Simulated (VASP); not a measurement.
Runs of VASP 6.6.1 on SnO. The structure is that of space group P4/nmm (No. 129), or close to it. The cells are those of the table. 

| potentials or basis | cell | cutoff (eV) | gap on the mesh (eV) | pressure (GPa) | largest force (eV/Å) |
| --- | --- | --- | --- | --- | --- |
| VASP PAW PBE potentials, release 64 (Sn_d, O) | a = 3.840, b = 3.840, c = 4.836 Å, 4 atoms | 520 | 0.12 | -1.8 | 0.09 |
| VASP PAW PBE potentials, release 64 (Sn_d, O) | a = 3.776, b = 3.776, c = 4.804 Å, 4 atoms | 520 | none | 2.2 | 0.45 |
| VASP PAW PBE potentials, release 64 (Sn_d, O) | a = 3.802, b = 3.802, c = 4.788 Å, 4 atoms | 520 | 0.02 | (b) | 0.33 |
| VASP PAW PBE potentials, release 64 (Sn_d, O) | a = 3.726, b = 3.726, c = 4.836 Å, 4 atoms | 520 | none | 4.8 | 0.66 |
| VASP PAW PBE potentials, release 64 (Sn_d, O_h) | a = 3.802, b = 3.802, c = 4.836 Å, 4 atoms | 1000 | (c) | (a) | 0.14 |

Alike in all rows: task electric field gradients; level PBEsol; no spin polarisation; k mesh 8 × 8 × 6; smearing fermi-dirac 0.01 eV.

**Question.** Estimate the missing entries.

**Answer.** (a) 0.3; (b) 1.0; (c) 0.01.

Caveats: semilocal functionals underestimate gaps, and a narrow one can read as zero; the PAW data sets were made with another functional, which shifts forces and pressure a little; spin-orbit coupling is left out, which moves the levels of the heavy elements; the cell stands under pressure (at least some runs).

A k mesh can miss the band edges, and the runs leave out spin-orbit coupling on Sn.

A gap of «none» marks levels without a gap at the run's occupations.
